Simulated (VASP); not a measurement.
# EuO (Fm-3m) in VASP: settings compared, part 2 of 2

VASP 6.6.1. The steps go on from the part before.

## (3) Single point, LDA+U, collinear spin, ferromagnetic start

This run uses another cell than the first one, of 17.01 Å³/atom.

INCAR

```
PREC     = Accurate       # precision mode
ENCUT    = 600            # plane-wave cutoff, eV
EDIFF    = 1E-6           # SCF threshold, eV
ISMEAR   = 0              # smearing method
SIGMA    = 0.05           # smearing width, eV
LREAL    = F              # projectors in reciprocal space
LASPH    = T              # aspherical terms in the spheres
NELM     = 200            # most SCF steps
ALGO     = Normal         # electronic algorithm
ISIF     = 2              # what is computed and relaxed
LWAVE    = F              # write WAVECAR
LCHARG   = F              # write CHGCAR
ISPIN    = 2              # spin polarisation
MAGMOM   = 7.43 0         # initial moments
LORBIT   = 11             # projections on sites
LMAXMIX  = 6              # l up to which the mixer works
LDAU     = T              # DFT+U
LDAUTYPE = 2            
LDAUL    = 3 -1           # shell
LDAUU    = 6 0            # U, eV
LDAUJ    = 0 0          
LDAUPRINT= 1            
GGA      = CA             # functional
NBANDS   = 22             # bands
GGA_COMPAT= F
```

KPOINTS

```
regular mesh
0
Gamma
  8 8 8
```

POSCAR

```
EuO
1.0
    0.0000000000      2.5719519658      2.5719519658
    2.5719519658      0.0000000000      2.5719519658
    2.5719519658      2.5719519658      0.0000000000
Eu O
1 1
Direct
    0.5000000000      0.5000000000      0.5000000000
    0.0000000000      0.0000000000      0.0000000000
```

Potentials or basis: VASP PAW PBE potentials, release 64 (Eu, O).

On the command line:

```bash
$ cat potpaw_PBE.64/Eu/POTCAR potpaw_PBE.64/O/POTCAR > POTCAR
$ mpirun -np 1 vasp_std > vasp.out
```

OUTCAR:

```text
PREC = Accurate
   ENCUT = 600
   EDIFF = 1E-6
   ISMEAR = 0
   LREAL = F
   LASPH = T
   NELM = 200
   ISIF = 2
   ISPIN = 2
   LORBIT = 11
   GGA = CA

 ion  position               nearest neighbor table
   1  0.500  0.500  0.500-   2 2.57   2 2.57   2 2.57   2 2.57   2 2.57   2 2.57
   2  0.000  0.000  0.000-   1 2.57   1 2.57   1 2.57   1 2.57   1 2.57   1 2.57

  LATTYP: Found a face centered cubic cell.
 ALAT       =     5.1439039316

  Lattice vectors:

 A1 = (   0.0000000000,   2.5719519658,   2.5719519658)
 A2 = (   2.5719519658,   0.0000000000,   2.5719519658)
 A3 = (   2.5719519658,   2.5719519658,   0.0000000000)

Analysis of symmetry for initial positions (statically):
=====================================================================
 Subroutine PRICEL returns:
 Original cell was already a primitive cell.

 Routine SETGRP: Setting up the symmetry group for a
 face centered cubic supercell.

[... 1436 lines left out ...]
     21      15.0707      0.00000
     22      15.1215      0.00000

 [... further k-points ...]

------------------------ aborting loop because EDIFF is reached ----------------------------------------

  FORCE on cell =-STRESS in cart. coord.  units (eV):
  Direction    XX          YY          ZZ          XY          YZ          ZX
  --------------------------------------------------------------------------------------
  -------------------------------------------------------------------------------------
  Total       -1.5253351     -1.5253351     -1.5253351     -0.0000000      0.0000000     -0.0000000
  in kB      -71.8219645    -71.8219645    -71.8219645     -0.0000000      0.0000000     -0.0000000
  external PRESSURE =     -71.8219645 kB  Pullay stress =       0.0000000 kB

 VOLUME and BASIS-vectors are now :
 -----------------------------------------------------------------------------
  energy-cutoff  :      600.00
  volume of cell :       34.03
      direct lattice vectors                 reciprocal lattice vectors
     0.000000000  2.571951966  2.571951966    -0.194404875  0.194404875  0.194404875
     2.571951966  0.000000000  2.571951966     0.194404875 -0.194404875  0.194404875
     2.571951966  2.571951966  0.000000000     0.194404875  0.194404875 -0.194404875

 POSITION                                       TOTAL-FORCE (eV/Angst)
 -----------------------------------------------------------------------------------
      2.57195      2.57195      2.57195        -0.000000     -0.000000      0.000000
      0.00000      0.00000      0.00000         0.000000      0.000000      0.000000
 -----------------------------------------------------------------------------------
    total drift:                                0.000000     -0.000000      0.000000

  FREE ENERGIE OF THE ION-ELECTRON SYSTEM (eV)
  ---------------------------------------------------
  free  energy   TOTEN  =       -22.0977289456 eV

  energy  without entropy=      -22.0975666902  energy(sigma->0) =      -22.09764782

 total charge

# of ion       s       p       d       f       tot
--------------------------------------------------
    1        2.025   5.738   0.312   6.803  14.877
    2        1.538   3.378   0.000   0.000   4.916
--------------------------------------------------
tot          3.563   9.116   0.312   6.803  19.793

 magnetization (x)

# of ion       s       p       d       f       tot
--------------------------------------------------
    1       -0.009  -0.086   0.069   6.768   6.742
    2       -0.005  -0.079   0.000   0.000  -0.084
--------------------------------------------------
tot         -0.014  -0.165   0.069   6.768   6.658
```

Wall time 41 s (1 thread of AMD EPYC 9R45 (Zen 5), shared host); peak memory 0.17 GiB.

What came out:

```
Free energy                                           : -22.0977 eV
Pressure                                              : -7.2 GPa
Band gap on the k mesh                                : zero (filled and empty bands overlap)
Net moment                                            : 7.00 μB per cell
Site moments                                          : Eu +6.74; O -0.08 μB
Valence electrons inside the program's atomic spheres : Eu 14.88; O 4.92
```

Eigenvalues of the final occupation matrices:
| site | spin | trace | eigenvalues |
| --- | --- | --- | --- |
| site 1 f | 1 | 6.79 | 0.96 0.97 0.97 0.97 0.97 0.97 0.97 |
| site 1 f | 2 | 0.02 | 0.00 0.00 0.00 0.00 0.00 0.00 0.00 |

Caveat: the cell stands under tension; the PAW data sets were made with another functional, which shifts forces and pressure a little; spin-orbit coupling is left out, which moves the levels of the heavy elements; a cell with one magnetic atom can't hold antiferromagnetic order, which such compounds often take.

## (4) Single point, PBE+D3(BJ)+U, collinear spin (17.19 Å³/atom)

This run uses another cell than the first one, of 17.19 Å³/atom.

INCAR

```
SYSTEM = EuO
ALGO = Normal
EDIFF = 1E-6
ENCUT = 600
GGA = PE
GGA_COMPAT = .False.
ISIF = 2
ISMEAR = 0
ISPIN = 2
IVDW = 12
LASPH = .True.
LCHARG = .False.
LDAU = .True.
LDAUJ = 0 0
LDAUL = 3 -1
LDAUPRINT = 1
LDAUTYPE = 2
LDAUU = 6 0
LMAXMIX = 6
LORBIT = 11
LREAL = .False.
LWAVE = .False.
MAGMOM = 7.44 -0.09
NBANDS = 22
NELM = 200
PREC = Accurate
SIGMA = 0.05
```

KPOINTS

```
k-points
0
Gamma
  8 8 8
  0 0 0
```

POSCAR

```
EuO
1.0
    0.0000000000      2.5806017393      2.5806017393
    2.5806017393      0.0000000000      2.5806017393
    2.5806017393      2.5806017393      0.0000000000
Eu O
1 1
Direct
    0.5000000000      0.5000000000      0.5000000000
    0.0000000000      0.0000000000      0.0000000000
```

On the command line:

```bash
$ cat potpaw_PBE.64/Eu/POTCAR potpaw_PBE.64/O/POTCAR > POTCAR
$ mpirun -np 1 vasp_std > vasp.out
```

Run time: 46 s. Hardware: 1 thread of AMD EPYC 9R45 (Zen 5), shared host; peak memory 0.21 GiB.

It converged, with:

- Free energy: -21.6624 eV
- Pressure: -2.2 GPa
- Band gap on the k mesh: 0.02 eV (least direct gap 0.19 eV)
- Net moment: 7.00 μB per cell
- Site moments: Eu +6.73; O -0.09 μB
- Valence electrons inside the program's atomic spheres: Eu 14.95; O 4.96
- Dispersion energy per atom: -0.264 eV

Levels at points of the mesh, in eV from the valence-band top:
Spin up:
```tsv
k point	band 13	band 14	band 15	band 16	band 17	band 18
(0.00, 0.00, 0.00)	0.00	0.00	0.00	0.87	2.95	2.95
(0.50, 0.00, 0.00)	-0.52	-0.49	-0.48	3.51	5.66	5.66
(0.50, 0.50, 0.00)	-0.49	-0.17	-0.17	0.02	4.64	7.04
```
Spin down:
| k point | band 5 | band 6 | band 7 | band 8 | band 9 | band 10 | band 11 | band 12 |
| --- | --- | --- | --- | --- | --- | --- | --- | --- |
| (0.00, 0.00, 0.00) | -15.93 | -2.58 | -2.58 | -2.58 | 1.66 | 3.91 | 3.91 | 3.91 |
| (0.50, 0.00, 0.00) | -14.97 | -4.65 | -3.71 | -3.71 | 4.14 | 6.36 | 6.69 | 6.69 |
| (0.50, 0.50, 0.00) | -16.37 | -2.67 | -2.55 | -2.55 | 0.88 | 5.52 | 7.81 | 8.27 |

Eigenvalues of the final occupation matrices:
```tsv
site	spin	trace	eigenvalues
site 1 f	1	6.81	0.96 0.97 0.97 0.97 0.98 0.98 0.98
site 1 f	2	0.02	0.00 0.00 0.00 0.00 0.00 0.00 0.00
```

Caveat: spin-orbit coupling is left out, which moves the levels of the heavy elements; a cell with one magnetic atom can't hold antiferromagnetic order, which such compounds often take.

## (5) Single point, PBE+D3(BJ)+U, collinear spin (17.52 Å³/atom)

This run uses another cell than the first one, of 17.52 Å³/atom.

INCAR

```
SYSTEM = EuO
  ALGO = Normal
  EDIFF = 1E-6
  ENCUT = 600
  GGA = PE
  GGA_COMPAT = .False.
  ISIF = 2
  ISMEAR = 0
  ISPIN = 2
  IVDW = 12
  LASPH = .True.
  LCHARG = .False.
  LDAU = .True.
  LDAUJ = 0 0
  LDAUL = 3 -1
  LDAUPRINT = 1
  LDAUTYPE = 2
  LDAUU = 6 0
  LMAXMIX = 6
  LORBIT = 11
  LREAL = .False.
  LWAVE = .False.
  MAGMOM = 7.45 -0.09
  NBANDS = 22
  NELM = 200
  PREC = Accurate
  SIGMA = 0.05
```

KPOINTS is that of step 4.

POSCAR

```
EuO
1.0
    0.0000000000      2.5973593630      2.5973593630
    2.5973593630      0.0000000000      2.5973593630
    2.5973593630      2.5973593630      0.0000000000
Eu O
1 1
Direct
    0.5000000000      0.5000000000      0.5000000000
    0.0000000000      0.0000000000      0.0000000000
```

On the command line:

```bash
$ cat potpaw_PBE.64/Eu/POTCAR potpaw_PBE.64/O/POTCAR > POTCAR
$ mpirun -np 1 vasp_std > vasp.out
```

It took 48 s on 1 thread of AMD EPYC 9R45 (Zen 5), shared host; peak memory 0.2 GiB.

It converged, with:

* Free energy: -21.6508 eV
* Pressure: -3.7 GPa
* Band gap on the k mesh: 0.12 eV (least direct gap 0.28 eV)
* Net moment: 7.00 μB per cell
* Site moments: Eu +6.73; O -0.09 μB
* Valence electrons inside the program's atomic spheres: Eu 14.94; O 4.95
* Dispersion energy per atom: -0.258 eV

Levels at points of the mesh, in eV from the valence-band top:
Spin up:
| k point | band 11 | band 12 | band 13 | band 14 | band 15 | band 16 | band 17 | band 18 | band 19 | band 20 |
| --- | --- | --- | --- | --- | --- | --- | --- | --- | --- | --- |
| (0.00, 0.00, 0.00) | -0.47 | -0.47 | 0.00 | 0.00 | 0.00 | 0.82 | 2.99 | 2.99 | 2.99 | 5.16 |
| (0.50, 0.00, 0.00) | -0.69 | -0.51 | -0.51 | -0.47 | -0.46 | 3.50 | 5.62 | 5.62 | 5.87 | 8.80 |
| (0.50, 0.50, 0.00) | -0.58 | -0.58 | -0.47 | -0.16 | -0.16 | 0.12 | 4.57 | 6.98 | 7.69 | 7.85 |
Spin down:
| k point | band 5 | band 6 | band 7 | band 8 | band 9 | band 10 | band 11 | band 12 |
| --- | --- | --- | --- | --- | --- | --- | --- | --- |
| (0.00, 0.00, 0.00) | -15.93 | -2.51 | -2.51 | -2.51 | 1.58 | 3.94 | 3.94 | 3.94 |
| (0.50, 0.00, 0.00) | -14.99 | -4.55 | -3.60 | -3.60 | 4.12 | 6.29 | 6.65 | 6.65 |
| (0.50, 0.50, 0.00) | -16.35 | -2.64 | -2.49 | -2.49 | 0.95 | 5.44 | 7.74 | 8.21 |

Eigenvalues of the final occupation matrices:
```csv
site,spin,trace,eigenvalues
site 1 f,1,6.82,0.96 0.97 0.97 0.97 0.98 0.98 0.98
site 1 f,2,0.02,0.00 0.00 0.00 0.00 0.00 0.00 0.00
```

Caveat: the cell stands under tension; spin-orbit coupling is left out, which moves the levels of the heavy elements; a cell with one magnetic atom can't hold antiferromagnetic order, which such compounds often take. A k mesh can miss the band edges.

## (6) Summary

```tsv
level	spin	cell	gap on the mesh (eV)	pressure (GPa)	moment (μB)
PBEsol+U	collinear	a = 3.642 Å, angles 60.0°, 2 atoms	none	-4.0	7.00
LDA+U	collinear, ferromagnetic start	a = 3.637 Å, angles 60.0°, 2 atoms	none	-7.2	7.00
PBE+D3(BJ)+U	collinear	a = 3.650 Å, angles 60.0°, 2 atoms	0.02	-2.2	7.00
PBE+D3(BJ)+U	collinear	a = 3.673 Å, angles 60.0°, 2 atoms	0.12	-3.7	7.00
```

Alike in all rows: task single point; potentials or basis VASP PAW PBE potentials, release 64 (Eu, O); Eu f U = 6.0 eV; k mesh 8 × 8 × 8; cutoff (eV) 600; smearing gaussian 0.05 eV.

Caveats: spin-orbit coupling is left out, which moves the levels of the heavy elements; a cell with one magnetic atom can't hold antiferromagnetic order, which such compounds often take; the cell stands under tension (at least some runs); the PAW data sets were made with another functional, which shifts forces and pressure a little (at least some runs).

Total energies depend on the potentials used, so only differences within one code and one set of settings carry meaning.
